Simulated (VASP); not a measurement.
Write the native input for VASP 6.6.1 that does the following.

- Task: single point
- Functional: BLYP
- Potentials or basis: VASP PAW PBE potentials, release 64 (Ba_sv)
- Cutoff: 520 eV
- k mesh: 10 × 10 × 10
- Occupations: fermi-dirac, width 0.1 eV
- Spin: no spin polarisation
- Dipole correction: no
- Further INCAR settings: ALGO = Normal; EDIFF = 1e-06; NBANDS = 11

The structure of Ba lies in POSCAR:

```
Ba
1.0
    0.0000000000      3.3507942582      3.3507942582
    3.3507942582      0.0000000000      3.3507942582
    3.3507942582      3.3507942582      0.0000000000
Ba
1
Direct
    0.0000000000      0.0000000000      0.0000000000
```

This cell differs from its parent crystal: volume scaled by 1.12.

These files were run (other wordings do the same):

INCAR

```
  PREC = Accurate
  ENCUT = 520
  EDIFF = 1E-6
  ISMEAR = -1
  SIGMA = 0.1
  LREAL = F
  LASPH = T
  NELM = 100
  ALGO = Normal
  ISIF = 2
  LWAVE = F
  LCHARG = F
  GGA = B5
  ALDAX = 1.0
  AGGAX = 1.0
  AGGAC = 1.0
  ALDAC = 0.0
  NBANDS = 11
```

KPOINTS

```
Automatic mesh
0
Gamma
  10 10 10
```

Potentials or basis: VASP PAW PBE potentials, release 64 (Ba_sv).

Launch:

```console
$ cat potpaw_PBE.64/Ba_sv/POTCAR > POTCAR
$ mpirun -np 1 vasp_std > vasp.out
```

It gave:

```json
{
 "Pressure": "-0.7 GPa",
 "Band gap on the k mesh": "zero (band 5 reaches 1.66 eV, above the bottom of band 6 at 1.51 eV)"
}
```

Caveat: the PAW data sets were made with another functional, which shifts forces and pressure a little; spin-orbit coupling is left out, which moves the levels of the heavy elements.

Wall time 69 s on 1 thread of AMD EPYC 7R43 64-Core Processor (Zen 3), with other jobs on the host, peak memory 0.18 GiB.
